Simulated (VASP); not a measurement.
Crystal: Re.

```
Re
1.0
     2.75983    0.00000    0.00000
    -1.37991    2.39008    0.00000
     0.00000    0.00000    4.45723
Re
2
Direct
  0.33333 0.66667 0.25000
  0.66667 0.33333 0.75000
```

Program: VASP 6.6.1. Alike in all runs: task single point; level r2SCAN; potentials or basis VASP PAW PBE potentials, release 64 (Re); no spin polarisation; cell as given; k mesh 13 × 13 × 7; cutoff (eV) 520.

Question: Order these runs on this cell by their pressure, lowest first.
A. smearing gaussian 0.6 eV
B. smearing fermi-dirac 1 eV
C. smearing fermi-dirac 0.6 eV
D. smearing gaussian 1 eV

Answer: A (0.9 GPa), D (2.7 GPa), C (6.7 GPa), B (19.4 GPa).

Caveats: so wide a smearing shifts energies and pressures; the PAW data sets were made with another functional, which shifts forces and pressure a little; the cell stands under pressure (at least some runs).
